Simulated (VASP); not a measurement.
Input of a VASP 6.6.1 run:

INCAR

```
PREC = Accurate ; ENCUT = 600
EDIFF = 1E-6 ; ISMEAR = 0
SIGMA = 0.02 ; LREAL = F
LASPH = T ; NELM = 100
ALGO = Normal ; ISIF = 3
LWAVE = F ; LCHARG = F
GGA = PE ; IBRION = 2
NSW = 100 ; EDIFFG = -0.01
```

File KPOINTS:

```
Automatic mesh
0
Gamma
  8 8 4
```

POSCAR

```
MgCd2S3
1.0
    3.6925966590      0.0000000000      0.0000000000
    0.0000000000      3.6925966590      0.0000000000
    0.0000000000      0.0000000000     10.9360266691
Mg Cd S
1 2 3
Direct
    0.5000000000      0.5000000000      0.0000000000
    0.5000000000      0.0000000000      0.6080940790
    0.0000000000      0.5000000000      0.3919059210
    0.5000000000      0.0000000000      0.3592876226
    0.0000000000      0.5000000000      0.6407123774
    0.0000000000      0.0000000000      0.0000000000
```

Potentials or basis: VASP PAW PBE potentials, release 64 (Mg, Cd, S).

The run is started by

```bash
$ cat potpaw_PBE.64/Mg/POTCAR potpaw_PBE.64/Cd/POTCAR potpaw_PBE.64/S/POTCAR > POTCAR
$ mpirun -np 1 vasp_std > vasp.out
```

Q: Estimate the space group after relaxing (to 0.1 Å).

A: P-4m2 (No. 115).

Q: Predict the relaxed volume.

A: 24.94 Å³/atom.

Forces on the atoms (eV/Å):
```
Mg   0.000  0.000  0.000
Cd   0.000  0.000 -0.008
Cd   0.000  0.000  0.008
S    0.000  0.000 -0.002
S    0.000  0.000  0.002
S    0.000  0.000  0.000
```
